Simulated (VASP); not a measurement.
# Cu (I4/mmm) in VASP: further runs, part 2 of 2

VASP 6.6.1.

### Step 5. Single point, PBEsol (strain +0.0200 x Voigt [1, 1, 0, 0, 0, 0])

The input, INCAR:

```
SYSTEM = Cu
  PREC = Accurate
  ENCUT = 520
  EDIFF = 1E-6
  ISMEAR = 0
  SIGMA = 0.15
  LREAL = .FALSE.
  LASPH = .TRUE.
  NELM = 60
  ALGO = Normal
  ISIF = 2
  LWAVE = .FALSE.
  LCHARG = .FALSE.
  GGA = PS
  NBANDS = 12
```

The input, KPOINTS:

```
Automatic mesh
0
G
  22 22 22
  0 0 0
```

The input, POSCAR:

```
Cu
1.0
    0.0000000000      1.8436500000      1.8075000000
    1.8436500000      0.0000000000      1.8075000000
    1.8436500000      1.8436500000      0.0000000000
Cu
1
Direct
    0.0000000000      0.0000000000      0.0000000000
```

Potentials or basis: VASP PAW PBE potentials, release 64 (Cu).

On the command line:

```bash
$ cat potpaw_PBE.64/Cu/POTCAR > POTCAR
$ mpirun -np 1 vasp_std > vasp.out
```

OUTCAR:

```text
SYSTEM = Cu
   PREC = Accurate
   ENCUT = 520
   EDIFF = 1E-6
   ISMEAR = 0
   LREAL = .FALSE.
   LASPH = .TRUE.
   NELM = 60
   ISIF = 2
   GGA = PS

 ion  position               nearest neighbor table
   1  0.000  0.000  0.000-

  LATTYP: Found a body centered tetragonal cell.
 ALAT       =     2.6073148343
 C/A-ratio  =     1.3864838847

  Lattice vectors:

 A1 = (   0.0000000000,  -1.8436500000,  -1.8075000000)
 A2 = (   0.0000000000,   1.8436500000,  -1.8075000000)
 A3 = (   1.8436500000,   0.0000000000,   1.8075000000)

Analysis of symmetry for initial positions (statically):
=====================================================================
 Subroutine PRICEL returns:
 Original cell was already a primitive cell.

 Routine SETGRP: Setting up the symmetry group for a
 body centered tetragonal supercell.

 Subroutine GETGRP returns: Found 16 space group operations
 (whereof 16 operations were pure point group operations)
 out of a pool of 16 trial point group operations.

The static configuration has the point symmetry D_4h.

Analysis of symmetry for dynamics (positions and initial velocities):
=====================================================================
 Subroutine PRICEL returns:
[... 160 lines left out ...]
 Fermi energy:         6.9027169124

 k-point     1 :       0.0000    0.0000    0.0000
  band No.  band energies     occupation
      1      -2.1689      2.00000
      2       3.9849      2.00000
      3       3.9849      2.00000
      4       4.0743      2.00000
      5       4.7506      2.00000
      6       4.8401      2.00000
      7      29.1927      0.00000
      8      31.4817      0.00000
      9      31.4817      0.00000
     10      31.5354      0.00000
     11      33.9240      0.00000
     12      33.9699      0.00000
[... 331 lines left out ...]
 k-point    24 :      -0.4545    0.0455    0.0000
  band No.  band energies     occupation
      1       2.0682      2.00000
      2       3.9663      2.00000
      3       4.0127      2.00000
      4       5.0332      2.00000
      5       5.3201      2.00000
      6       6.1620      2.00000
      7      10.7615      0.00000
      8      27.1423      0.00000
      9      27.7964      0.00000
     10      27.7980      0.00000
     11      31.5290      0.00000
     12      32.7279      0.00000

 [... further k-points ...]
[... 5 lines left out ...]
  --------------------------------------------------------------------------------------
  -------------------------------------------------------------------------------------
  Total       -0.8375671     -0.8375671     -0.7633653      0.0000000      0.0000000     -0.0000000
  in kB     -109.2106374   -109.2106374    -99.5354438      0.0000000      0.0000000     -0.0000000
  external PRESSURE =    -105.9855728 kB  Pullay stress =       0.0000000 kB

 VOLUME and BASIS-vectors are now :
 -----------------------------------------------------------------------------
  energy-cutoff  :      520.00
  volume of cell :       12.29
      direct lattice vectors                 reciprocal lattice vectors
     0.000000000  1.843650000  1.807500000    -0.271201150  0.271201150  0.276625173
     1.843650000  0.000000000  1.807500000     0.271201150 -0.271201150  0.276625173
     1.843650000  1.843650000  0.000000000     0.271201150  0.271201150 -0.276625173

 POSITION                                       TOTAL-FORCE (eV/Angst)
 -----------------------------------------------------------------------------------
      0.00000      0.00000      0.00000         0.000000     -0.000000      0.000000
 -----------------------------------------------------------------------------------
    total drift:                                0.000000      0.000000      0.000000

  FREE ENERGIE OF THE ION-ELECTRON SYSTEM (eV)
  ---------------------------------------------------
  free  energy   TOTEN  =        -4.2780580321 eV

  energy  without entropy=       -4.2752049151  energy(sigma->0) =       -4.27663147
```

OSZICAR:

```text
N       E                     dE             d eps       ncg     rms          rms(c)
DAV:   1     0.418312462500E+02    0.41831E+02   -0.54050E+03 22220   0.151E+03
DAV:   2    -0.400215921801E+01   -0.45833E+02   -0.42281E+02 20620   0.202E+02
DAV:   3    -0.533299722737E+01   -0.13308E+01   -0.13196E+01 23476   0.399E+01
DAV:   4    -0.534119352404E+01   -0.81963E-02   -0.81951E-02 22628   0.277E+00
DAV:   5    -0.534127039062E+01   -0.76867E-04   -0.76867E-04 23864   0.273E-01    0.833E+00
DAV:   6    -0.478764596427E+01    0.55362E+00   -0.18372E+01 23784   0.801E+01    0.466E+00
DAV:   7    -0.429001115483E+01    0.49763E+00   -0.29593E+00 23820   0.322E+01    0.490E-01
DAV:   8    -0.428059711521E+01    0.94140E-02   -0.91092E-03 24872   0.185E+00    0.379E-01
DAV:   9    -0.427805556771E+01    0.25415E-02   -0.15335E-02 24412   0.209E+00    0.297E-02
DAV:  10    -0.427805656542E+01   -0.99771E-06   -0.63154E-05 29808   0.136E-01    0.575E-03
DAV:  11    -0.427805807715E+01   -0.15117E-05   -0.46461E-07 17196   0.926E-03    0.741E-04
DAV:  12    -0.427805803211E+01    0.45035E-07   -0.89645E-08 12016   0.396E-03
   1 F= -.42780580E+01 E0= -.42766315E+01  d E =-.285312E-02
```

Wall time 38 s (1 thread of Intel Xeon 6975P-C (Granite Rapids), shared host); peak memory 0.22 GiB.

What came out:

```yaml
Free_energy: -4.2781 eV
Pressure: -10.6 GPa
```

Stress tensor (GPa, compression positive):
```
-10.92   0.00   0.00
  0.00 -10.92   0.00
  0.00   0.00  -9.95
```

Caveat: the cell differs from its parent crystal (strain +0.0200 x Voigt [1, 1, 0, 0, 0, 0]); the PAW data sets were made with another functional, which shifts forces and pressure a little.

### Step 6. Overview

| cell | gap on the mesh (eV) | pressure (GPa) |
| --- | --- | --- |
| a = 2.569, b = 2.569, c = 2.582 Å, angles 59.8, 59.8, 60.3°, 1 atom | none | -8.3 |
| a = 2.575, b = 2.575, c = 2.595 Å, angles 59.8, 59.8, 60.5°, 1 atom | none | -9.4 |
| a = 2.579, b = 2.579, c = 2.601 Å, angles 59.7, 59.7, 60.6°, 1 atom | none | -10.1 |
| a = 2.582, b = 2.582, c = 2.607 Å, angles 59.7, 59.7, 60.7°, 1 atom | none | -10.6 |

Alike in all rows: task single point; level PBEsol; potentials or basis VASP PAW PBE potentials, release 64 (Cu); no spin polarisation; k mesh 22 × 22 × 22; cutoff (eV) 520; smearing gaussian 0.15 eV.

Caveats: the PAW data sets were made with another functional, which shifts forces and pressure a little.

Absolute energies hang on the potentials; compare differences alone.
